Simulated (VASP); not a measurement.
# Re (Fm-3m) in VASP: further runs

Aim: see how the results for Re move with the level of theory and the settings. Levels: PBE, PBEsol, r2SCAN. Tasks: single point.

Everything below comes from runs of VASP 6.6.1. Logs are shortened: lines on timing, memory, paths and dates and some standing lists are left out, and cuts for length are marked.

### 1 The cell of the first run

It takes space group Fm-3m (No. 225, cubic). The conventional cell has a = 3.915 Å, b = 3.915 Å, c = 3.915 Å, α = 90.00°, β = 90.00°, γ = 90.00°. Within 3.6 Å of Re (site symmetry m-3m) lie 12 Re at 2.77 Å.

This isn't the form of Re at room conditions, which is hcp.

### 2 Single point, PBE

INCAR

```
SYSTEM = Re
ALGO     = Fast           ! electronic algorithm
EDIFF    = 1E-7           ! SCF threshold, eV
ENCUT    = 520            ! plane-wave cutoff, eV
GGA      = PE             ! functional
ISIF     = 2              ! what is computed and relaxed
ISMEAR   = 0              ! smearing method
LASPH    = .TRUE.         ! aspherical terms in the spheres
LCHARG   = .FALSE.        ! write CHGCAR
LREAL    = .FALSE.        ! projectors in reciprocal space
LWAVE    = .FALSE.        ! write WAVECAR
NBANDS   = 10             ! bands
NELM     = 100            ! most SCF steps
PREC     = Accurate       ! precision mode
SIGMA    = 0.1            ! smearing width, eV
```

KPOINTS

```
k-points
0
G
  28 28 28
  0 0 0
```

POSCAR

```
Re
1.0
   -1.3840237454      1.3840237454      1.9573009285
    1.3840237454     -1.3840237454      1.9573009285
    1.3840237454      1.3840237454     -1.9573009285
Re
1
Direct
    0.0000000000      0.0000000000      0.0000000000
```

Potentials or basis: VASP PAW PBE potentials, release 64 (Re).

Run with:

```console
cat potpaw_PBE.64/Re/POTCAR > POTCAR
mpirun -np 1 vasp_std > vasp.out
```

OUTCAR:

```text
SYSTEM = Re
   EDIFF = 1E-7
   ENCUT = 520
   GGA = PE
   ISIF = 2
   ISMEAR = 0
   LASPH = .TRUE.
   LREAL = .FALSE.
   NELM = 100
   PREC = Accurate

 ion  position               nearest neighbor table
   1  0.000  0.000  0.000-

  LATTYP: Found a face centered cubic cell.
 ALAT       =     3.9146060799

  Lattice vectors:

 A1 = (   1.3840237454,  -1.3840237454,  -1.9573009285)
 A2 = (   1.3840237454,   1.3840237454,  -1.9573009285)
 A3 = (   2.7680474908,   0.0000000000,   0.0000000000)

Analysis of symmetry for initial positions (statically):
=====================================================================
 Subroutine PRICEL returns:
 Original cell was already a primitive cell.

 Routine SETGRP: Setting up the symmetry group for a
 face centered cubic supercell.

 Subroutine GETGRP returns: Found 48 space group operations
 (whereof 48 operations were pure point group operations)
 out of a pool of 48 trial point group operations.

The static configuration has the point symmetry O_h .

Analysis of symmetry for dynamics (positions and initial velocities):
=====================================================================
 Subroutine PRICEL returns:
 Original cell was already a primitive cell.

 Routine SETGRP: Setting up the symmetry group for a
 face centered cubic supercell.

 Subroutine GETGRP returns: Found 48 space group operations
 (whereof 48 operations were pure point group operations)
 out of a pool of 48 trial point group operations.

The dynamic configuration has the point symmetry O_h .

 Subroutine INISYM returns: Found 48 space group operations
 (whereof 48 operations are pure point group operations),
 and found     1 'primitive' translations

----------------------------------------------------------------------------------------

                                     Primitive cell

  volume of cell :      14.9970

  direct lattice vectors                    reciprocal lattice vectors
    -1.384023745  1.384023745  1.957300929     0.000000000  0.361265478  0.255453820
     1.384023745 -1.384023745  1.957300929     0.361265478  0.000000000  0.255453820
     1.384023745  1.384023745 -1.957300929     0.361265478  0.361265478  0.000000000

  length of vectors
     2.768044505  2.768044505  2.768044505     0.442458360  0.442458360  0.510906539

  position of ions in fractional coordinates (direct lattice)
     0.000000000  0.000000000  0.000000000

  ion indices of the primitive-cell ions
   primitive index   ion index
                 1           1

----------------------------------------------------------------------------------------

 KPOINTS: k-points

Automatic generation of k-mesh.
 Grid dimensions read from file:
 generate k-points for:   28   28   28

 Generating k-lattice:

  Cartesian coordinates                     Fractional coordinates (reciprocal lattice)
     0.000000000  0.012902339  0.009123351     0.035714286  0.000000000  0.000000000
     0.012902339  0.000000000  0.009123351     0.000000000  0.035714286  0.000000000
     0.012902339  0.012902339  0.000000000     0.000000000  0.000000000  0.035714286

  Length of vectors
     0.015802084  0.015802084  0.018246662

  Shift w.r.t. Gamma in fractional coordinates (k-lattice)
     0.000000000  0.000000000  0.000000000

 Subroutine IBZKPT returns following result:
 ===========================================

 Found    624 irreducible k-points:

 Following reciprocal coordinates:
            Coordinates               Weight
  0.000000  0.000000  0.000000      1.000000
  0.035714  0.000000 -0.000000      8.000000
  0.071429  0.000000 -0.000000      8.000000
  0.107143  0.000000  0.000000      8.000000
  0.142857  0.000000  0.000000      8.000000
  0.178571  0.000000 -0.000000      8.000000
[... 16 lines left out ...]
  0.285714  0.035714  0.000000     24.000000
  0.321429  0.035714  0.000000     24.000000
 [... further k-points ...]
   k-points           NKPTS =    624   k-points in BZ     NKDIM =    624   number of bands    NBANDS=     10
   number of dos      NEDOS =    301   number of ions     NIONS =      1
   total plane-waves  NPLWV =  13824
   dimension x,y,z NGX =    24 NGY =   24 NGZ =   24
   dimension x,y,z NGXF=    48 NGYF=   48 NGZF=   48
   ions per type =               1
   NGX,Y,Z   is equivalent  to a cutoff of  14.41, 14.41, 14.41 a.u.
   NGXF,Y,Z  is equivalent  to a cutoff of  28.83, 28.83, 28.83 a.u.
 SYSTEM =  Re
   PREC   = accura    normal or accurate (medium, high low for compatibility)
   ISTART =      0    job   : 0-new  1-cont  2-samecut
   ICHARG =      2    charge: 1-file 2-atom 10-const
   ISPIN  =      1    spin polarized calculation?
   LNONCOLLINEAR =      F non collinear calculations
   LSORBIT =      F    spin-orbit coupling
   LASPH  =      T    aspherical Exc in radial PAW
   ENCUT  =  520.0 eV  38.22 Ry    6.18 a.u.   5.15  5.15  5.15*2*pi/ulx,y,z
   NELM   =    100;   NELMIN=  2; NELMDL= -5     # of ELM steps
   EDIFF  = 0.1E-06   stopping-criterion for ELM
   LREAL  =      F    real-space projection
   EDIFFG = 0.1E-05   stopping-criterion for IOM
   NSW    =      0    number of steps for IOM
   IBRION =     -1    ionic relax: 0-MD 1-quasi-New 2-CG
   NFREE  =      0    steps in history (QN), initial steepest desc. (CG)
   ISIF   =      2    stress and relaxation
   ISYM   =      2    0-nonsym 1-usesym 2-fastsym
   POTIM  = 0.5000    time-step for ionic-motion
   TEBEG  =    0.0;   TEEND  =   0.0 temperature during run
   PSTRESS=    0.0 pullay stress
   NELECT =       7.0000    total number of electrons
   NUPDOWN=      -1.0000    fix difference up-down
   EMIN   =  10.00;   EMAX   =-10.00  energy-range for DOS
   EFERMI =   0.00;   METHOD = LEGACY
   ISMEAR =     0;   SIGMA  =   0.10  broadening in eV -4-tet -1-fermi 0-gaus
   EFERMI_NEDOS =   21; number of points for ismear=-14 and -15
   IALGO  =     68    algorithm
   IMIX   =      4    mixing-type and parameters
     AMIX     =   0.40;   BMIX     =  1.00
     AMIX_MAG =   1.60;   BMIX_MAG =  1.00
  volume/ion in A,a.u.               =      15.00       101.20
  Fermi-wavevector in a.u.,A,eV,Ry     =   1.269909  2.399780 21.941694  1.612669
  Thomas-Fermi vector in A             =   2.402925
   LORBIT       =      0    0 simple, 1 ext, 2 COOP (PROOUT), +10 PAW based schemes
   GGA     = PE    functional components
   LHFCALC =     F    Hartree Fock is set to
   AEXX    =    0.0000 exact exchange contribution
   IVDW    =     0    specifies the selected vdW correction
   LEPSILON=     F    determine dielectric tensor
   LRPA    =     F    only Hartree local field effects (RPA)
 non-spin polarized calculation
 RMM-DIIS sequential band-by-band and
 Gauss-broadening in eV      SIGMA  =   0.10
  energy-cutoff  :      520.00
  volume of cell :       15.00
 maximum number of plane-waves:       415
 NGX is ok and might be reduce to    24
   NGX = 11   NGY = 11   NGZ = 11

 number of electron       7.0000001 magnetization

 Free energy of the ion-electron system (eV)
  ---------------------------------------------------
  ext. energy  EPLUGINS =         0.00000000
  ---------------------------------------------------
  free energy    TOTEN  =       -12.36562466 eV

  energy without entropy =      -12.36131799  energy(sigma->0) =      -12.36347133

 E-fermi :   7.9246     XC(G=0): -13.6262

 val. band max:        7.9245574648   @ k =  -0.4643   0.1429   0.1071
 cond. band min:       7.9320496388   @ k =   0.1429   0.1429   0.0000
 fundamental gap:      0.0074921740
 Fermi energy:         7.9246361456

 k-point     1 :       0.0000    0.0000    0.0000
  band No.  band energies     occupation
      1      -2.0809      2.00000
      2       6.0528      2.00000
      3       6.0528      2.00000
      4       6.0529      2.00000
      5       9.1506      0.00000
      6       9.1506      0.00000
      7      21.8120      0.00000
      8      27.3629      0.00000
      9      27.3630      0.00000
     10      27.3630      0.00000

 k-point     2 :       0.0357    0.0000   -0.0000
  band No.  band energies     occupation
      1      -2.0224      2.00000
      2       6.0121      2.00000
      3       6.0808      2.00000
      4       6.0808      2.00000
      5       9.1276      0.00000
      6       9.1276      0.00000
      7      21.9268      0.00000
      8      27.0180      0.00000
      9      27.4694      0.00000
     10      27.4695      0.00000

 k-point     3 :       0.0714    0.0000   -0.0000
  band No.  band energies     occupation
      1      -1.8492      2.00000
      2       5.8971      2.00000
      3       6.1604      2.00000
      4       6.1604      2.00000
      5       9.0657      0.00000
      6       9.0657      0.00000
      7      22.2595      0.00000
      8      26.2429      0.00000
      9      27.7847      0.00000
     10      27.7848      0.00000

 k-point     4 :       0.1071    0.0000    0.0000
  band No.  band energies     occupation
      1      -1.5693      2.00000
      2       5.7284      2.00000
      3       6.2781      2.00000
      4       6.2781      2.00000
      5       8.9861      0.00000
      6       8.9861      0.00000
      7      22.7682      0.00000
      8      25.3567      0.00000
      9      28.2966      0.00000
     10      28.2966      0.00000
[... 222 lines left out ...]
 k-point    22 :       0.2500    0.0357   -0.0000
  band No.  band energies     occupation
      1       0.3858      2.00000
      2       5.2107      2.00000
      3       6.4699      2.00000
      4       6.5230      2.00000
      5       9.0965      0.00000
      6       9.7525      0.00000
      7      21.6017      0.00000
      8      25.4069      0.00000
      9      31.1618      0.00000
     10      31.5503      0.00000

 k-point    23 :       0.2857    0.0357    0.0000
  band No.  band energies     occupation
      1       0.7549      2.00000
      2       5.4224      2.00000
      3       6.3477      2.00000
      4       6.4012      2.00000
      5       9.4927      0.00000
      6      10.1514      0.00000
      7      20.8933      0.00000
      8      24.8591      0.00000
      9      31.0142      0.00000
     10      32.1526      0.00000

 k-point    24 :       0.3214    0.0357    0.0000
  band No.  band energies     occupation
      1       1.0062      2.00000
      2       5.8244      2.00000
      3       6.2062      2.00000
      4       6.2609      2.00000
      5       9.9530      0.00000
      6      10.5897      0.00000
      7      20.1937      0.00000
      8      23.9392      0.00000
      9      30.1721      0.00000
     10      31.6758      0.00000

 [... further k-points ...]

------------------------ aborting loop because EDIFF is reached ----------------------------------------

  FORCE on cell =-STRESS in cart. coord.  units (eV):
  Direction    XX          YY          ZZ          XY          YZ          ZX
  --------------------------------------------------------------------------------------
  -------------------------------------------------------------------------------------
  Total       -0.0485744     -0.0485744     -0.0485742      0.0000000      0.0000000      0.0000000
  in kB       -5.1893575     -5.1893575     -5.1893351      0.0000000      0.0000000      0.0000000
  external PRESSURE =      -5.1893500 kB  Pullay stress =       0.0000000 kB

 VOLUME and BASIS-vectors are now :
 -----------------------------------------------------------------------------
  energy-cutoff  :      520.00
  volume of cell :       15.00
      direct lattice vectors                 reciprocal lattice vectors
    -1.384023745  1.384023745  1.957300929     0.000000000  0.361265478  0.255453820
     1.384023745 -1.384023745  1.957300929     0.361265478  0.000000000  0.255453820
     1.384023745  1.384023745 -1.957300929     0.361265478  0.361265478  0.000000000

 POSITION                                       TOTAL-FORCE (eV/Angst)
 -----------------------------------------------------------------------------------
      0.00000      0.00000      0.00000        -0.000000     -0.000000      0.000000
 -----------------------------------------------------------------------------------
    total drift:                                0.000000      0.000000     -0.000000

  FREE ENERGIE OF THE ION-ELECTRON SYSTEM (eV)
  ---------------------------------------------------
  free  energy   TOTEN  =       -12.3656246626 eV

  energy  without entropy=      -12.3613179945  energy(sigma->0) =      -12.36347133
```

Run time: 44 s. Hardware: 1 thread of Intel Xeon 6975P-C (Granite Rapids), shared host; peak memory 0.22 GiB.

Results:

| Property | Result |
| --- | --- |
| Free energy | -12.3656 eV |
| Pressure | -0.5 GPa |
| Band gap on the k mesh | zero (an odd number of electrons rules out a gap without spin polarisation) |

Levels at points of the mesh, in eV from the Fermi level:
| k point | band 2 | band 3 | band 4 | band 5 | band 6 | band 7 |
| --- | --- | --- | --- | --- | --- | --- |
| (0.00, 0.00, 0.00) | -1.87 | -1.87 | -1.87 | 1.23 | 1.23 | 13.89 |
| (0.50, 0.00, 0.00) | -2.07 | -2.07 | 0.18 | 3.70 | 3.70 | 9.69 |
| (0.50, 0.50, 0.00) | -5.82 | 2.72 | 3.65 | 4.43 | 4.43 | 12.12 |

Caveat: spin-orbit coupling is left out, which moves the levels of the heavy elements.

### 3 Single point, PBEsol

INCAR

```
PREC     = Accurate       # precision mode
ENCUT    = 520            # plane-wave cutoff, eV
EDIFF    = 1E-7           # SCF threshold, eV
ISMEAR   = 0              # smearing method
SIGMA    = 0.1            # smearing width, eV
LREAL    = False          # projectors in reciprocal space
LASPH    = True           # aspherical terms in the spheres
NELM     = 60             # most SCF steps
ALGO     = Fast           # electronic algorithm
ISIF     = 2              # what is computed and relaxed
LWAVE    = False          # write WAVECAR
LCHARG   = False          # write CHGCAR
GGA      = PS             # functional
NBANDS   = 10             # bands
```

KPOINTS

```
regular mesh
0
Gamma
  28 28 28
```

POSCAR is that of step 2.

Potentials or basis: VASP PAW PBE potentials, release 64 (Re).

Run with:

```console
cat potpaw_PBE.64/Re/POTCAR > POTCAR
mpirun -np 1 vasp_std > vasp.out
```

Run time: 46 s. Hardware: 1 thread of Intel Xeon 6975P-C (Granite Rapids), shared host; peak memory 0.22 GiB.

It converged, with:

```yaml
Free_energy: -13.2926 eV
Pressure: -10.1 GPa
Band_gap_on_the_k_mesh: zero (an odd number of electrons rules out a gap without spin polarisation)
```

Levels at points of the mesh, in eV from the Fermi level:
```tsv
k point	band 1	band 2	band 3	band 4	band 5	band 6	band 7	band 8
(0.00, 0.00, 0.00)	-10.03	-1.87	-1.87	-1.87	1.23	1.23	13.93	19.45
(0.50, 0.00, 0.00)	-6.76	-2.08	-2.08	0.18	3.72	3.72	9.67	13.41
(0.50, 0.50, 0.00)	-6.69	-5.82	2.72	3.66	4.45	4.45	12.12	12.12
```

Caveat: the cell stands under tension; the PAW data sets were made with another functional, which shifts forces and pressure a little; spin-orbit coupling is left out, which moves the levels of the heavy elements.

[end of part 1 of 2]
